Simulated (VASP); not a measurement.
# TiWN2: single point with PBE

Crystal: TiWN2.

```xyz
4
Lattice="2.8541 0.0000 0.0000 -1.4270 2.4717 0.0000 0.0000 0.0000 5.6400" Properties=species:S:1:pos:R:3 pbc="T T T"
Ti    0.0000    0.0000    0.0000
W     0.0000    0.0000    2.8200
N     0.0000    1.6478    1.3761
N     1.4270    0.8239    4.2639
```

The cell was built from a structure type or drawn by symmetry, and may not be a known phase.

```
Program                : VASP 6.6.1
Task                   : single point
Functional             : PBE
Potentials or basis    : VASP PAW PBE potentials, release 64 (Ti_sv, W_sv, N)
Cutoff                 : 520 eV
k mesh                 : 6 × 6 × 4
Occupations            : gaussian, width 0.1 eV
Spin                   : collinear spin
Starting moments       : [1.0, 0.0, 0.0, 0.0] μB
Dipole correction      : no
Further INCAR settings : ALGO = Normal; EDIFF = 1e-07; NBANDS = 30
```

```json
{
 "Pressure": "0.9 GPa",
 "Largest force": "0.038 eV/Å",
 "Band gap on the k mesh": "zero (filled and empty bands overlap)",
 "Net moment": "0.00 μB per cell",
 "Valence electrons inside the program's atomic spheres": "Ti 10.44; W 12.07; N 3.72"
}
```

Forces in eV/Å, atoms in the order of the input:
```
Ti   0.000  0.000  0.000
W    0.000  0.000  0.000
N    0.000  0.000 -0.038
N    0.000  0.000  0.038
```

Stress tensor (GPa, compression positive):
```
0.86 0.00 0.00
0.00 0.86 0.00
0.00 0.00 1.00
```

Levels at points of the mesh, in eV from the Fermi level:
Spin up:
```tsv
k point	band 16	band 17	band 18	band 19	band 20	band 21
(0.00, 0.00, 0.00)	-1.54	-1.54	-0.70	-0.70	0.46	0.46
(0.50, 0.00, 0.00)	-3.66	-2.53	-1.14	2.01	3.12	3.20
(0.00, 0.00, 0.50)	-3.16	-0.90	0.02	0.02	0.36	1.25
(0.50, 0.00, 0.50)	-3.74	-2.90	-0.81	3.07	3.15	3.37
```
Spin down:
```
           k point  band 15  band 16  band 17  band 18  band 19  band 20  band 21  band 22
(0.00, 0.00, 0.00)    -3.05    -1.54    -1.54    -0.70    -0.70     0.46     0.46     2.47
(0.50, 0.00, 0.00)    -4.10    -3.66    -2.53    -1.14     2.01     3.12     3.20     3.78
(0.00, 0.00, 0.50)    -3.16    -3.16    -0.90     0.02     0.02     0.36     1.25     1.25
(0.50, 0.00, 0.50)    -4.55    -3.74    -2.90    -0.81     3.07     3.15     3.37     3.61
```

Run time: 89 s on 1 thread of AMD EPYC 9R45 (Zen 5), on a shared host, peak memory 0.17 GiB.

Caveat: the k points lie up to 0.42 Å⁻¹ apart, too coarse for converged energies and pressures of a metal; spin-orbit coupling is left out, which moves the levels of the heavy elements.
